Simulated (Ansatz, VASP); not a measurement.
Y2LuN3: VASP beside Ansatz

```
CELL_PARAMETERS angstrom
3.39178 0.00000 0.00000
-1.69589 2.93737 0.00000
0.00000 0.00000 8.27907
ATOMIC_POSITIONS crystal
Y 0.33333 0.66667 0.66580
Y 0.66667 0.33333 0.33420
Lu 0.00000 0.00000 0.00000
N 0.33333 0.66667 0.17262
N 0.66667 0.33333 0.82738
N 0.00000 0.00000 0.50000
```

Change from the starting cell: species swapped into the Mg2ZnO3 type (P-3m1, No. 164).

Alike in both runs: task relaxation of cell and atoms; functional PBE; k mesh 6 × 6 × 2; occupations gaussian, width 0.1 eV; no spin polarisation.

|  | VASP | Ansatz |
| --- | --- | --- |
| version | VASP 6.6.1 | Ansatz 0.2.0 |
| potentials or method | VASP PAW PBE potentials, release 64 (Y_sv, Lu, N), cutoff 600 eV | scalar-relativistic, plane waves, PAW |
| valence electrons in the cell | 62 | 62 |

VASP gave:

```
gap on the k mesh at the Fermi level, each at its own relaxed structure (eV) : 0.11
relaxed volume (Å³/atom)                                                     : 14.35
relaxed cell length with the largest relative difference (Å)                 : 8.416
```

**Question.** What did Ansatz give for the same quantities?

**Answer.** gap on the k mesh at the Fermi level, each at its own relaxed structure (eV): 0.10; relaxed volume (Å³/atom): 14.33; relaxed cell length with the largest relative difference (Å): 8.409.

Spin-orbit coupling is off throughout.
